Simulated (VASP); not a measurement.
Input of a VASP 6.6.1 run:

Contents of INCAR:

```
SYSTEM = BiTe
  ALGO = Normal
  EDIFF = 1E-7
  ENCUT = 520
  GGA = PE
  ISIF = 2
  ISMEAR = -1
  LASPH = .TRUE.
  LCHARG = .FALSE.
  LREAL = .FALSE.
  LWAVE = .FALSE.
  NBANDS = 18
  NELM = 100
  PREC = Accurate
  SIGMA = 0.1
```

File KPOINTS:

```
k-points
0
G
  6 6 6
  0 0 0
```

Contents of POSCAR:

```
BiTe
1.0
    0.0000000000      3.2617367497      3.2617367497
    3.2617367497      0.0000000000      3.2617367497
    3.2617367497      3.2617367497      0.0000000000
Bi Te
1 1
Direct
    0.0000000000      0.0000000000      0.0000000000
    0.5000000000      0.5000000000      0.5000000000
```

Potentials or basis: VASP PAW PBE potentials, release 64 (Bi_d, Te).

Run with:

```bash
$ cat potpaw_PBE.64/Bi_d/POTCAR potpaw_PBE.64/Te/POTCAR > POTCAR
$ mpirun -np 1 vasp_std > vasp.out
```

(1) Estimate the pressure.

## Answers

(1) -0.4 GPa.
